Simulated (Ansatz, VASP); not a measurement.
**One calculation of K, two programs**

```
CELL_PARAMETERS angstrom
-2.48710 2.48710 2.61800
2.48710 -2.48710 2.61800
2.48710 2.48710 -2.61800
ATOMIC_POSITIONS crystal
K 0.00000 0.00000 0.00000
```

Change from the starting cell: strain -0.0500 x Voigt [1, 1, 0, 0, 0, 0], atoms carried along.

Alike in both runs: task single point; functional PBE; k mesh 14 × 14 × 14; occupations gaussian, width 0.15 eV; no spin polarisation.

|  | VASP | Ansatz |
| --- | --- | --- |
| version | VASP 6.6.1 | Ansatz 0.2.0 |
| potentials or method | VASP PAW PBE potentials, release 64 (K_sv), cutoff 520 eV | scalar-relativistic, plane waves, PAW |
| valence electrons in the cell | 9 | 9 |

|  | VASP | Ansatz | Ansatz less VASP |
| --- | --- | --- | --- |
| gap on the k mesh at the Fermi level (eV) | none | none | - |
| pressure (GPa) | 0.6 | 0.6 | +0.01 |

A gap of «none» marks a metal or a gap that the smearing closes.
